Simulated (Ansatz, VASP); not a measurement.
## One calculation of C, two programs

POSCAR

```
C
1.0
    0.0000000000      1.7833700000      1.7833700000
    1.7833700000      0.0000000000      1.7833700000
    1.7833700000      1.7833700000      0.0000000000
C
2
Direct
    0.0000000000      0.0000000000      0.0000000000
    0.2500000000      0.2500000000      0.2500000000
```

File INCAR.step1:

```
SYSTEM = C
PREC = Accurate
ENCUT = 520
EDIFF = 1E-5
ISMEAR = 0
SIGMA = 0.1
LREAL = .FALSE.
LASPH = .TRUE.
NELM = 100
ALGO = Normal
ISIF = 2
LWAVE = .TRUE.
GGA = PE
NBANDS = 11
```

The input INCAR.step2:

```
SYSTEM = C
PREC = Accurate
ENCUT = 520
EDIFF = 1E-7
ISMEAR = 0
SIGMA = 0.1
LREAL = .FALSE.
LASPH = .TRUE.
NELM = 100
ALGO = Normal
ISIF = 2
LWAVE = .FALSE.
LCHARG = .TRUE.
GGA = PE
LHFCALC = .TRUE.
HFSCREEN = 0.2079
PRECFOCK = Normal
LELF = .TRUE.
LVHAR = .TRUE.
ISTART = 1
NBANDS = 11
```

The input KPOINTS:

```
regular mesh
0
G
  8 8 8
  0 0 0
```

Input for Ansatz:

```yaml
crystal:
  lattice:
    - [0.0, 1.78337, 1.78337]
    - [1.78337, 0.0, 1.78337]
    - [1.78337, 1.78337, 0.0]
  atoms:
    - { symbol: C, position: [0.0, 0.0, 0.0] }
    - { symbol: C, position: [0.25, 0.25, 0.25] }
basis:
  ecutwfc: 420
kpoints:
  mp_grid: { grid: [8, 8, 8] }
hamiltonian:
  xc: hse06
scf:
  occupations: { method: gaussian, width: 0.1 }
output:
  forces: true
  stress: true
  eigenvalues: true
```

Alike in both runs: task single point; functional HSE06; k mesh 8 × 8 × 8; occupations gaussian, width 0.1 eV; no spin polarisation.

|  | VASP | Ansatz |
| --- | --- | --- |
| version | VASP 6.6.1 | Ansatz 0.2.0 |
| potentials or method | VASP PAW PBE potentials, release 64 (C), cutoff 520 eV | scalar-relativistic, plane waves, PAW |
| valence electrons in the cell | 8 | 8 |

Ansatz gave:

```
gap on the k mesh at the Fermi level (eV) : 5.29
least direct gap on the mesh (eV)         : 6.98
pressure (GPa)                            : -8.2
```

Task: Estimate VASP's values.

Result: gap on the k mesh at the Fermi level (eV): 5.28; least direct gap on the mesh (eV): 6.97; pressure (GPa): -7.3.

The functional is the same, so the differences come from potentials, cutoffs and numerics. Ansatz's warnings: stress exchange threshold loose, stress scf threshold loose.
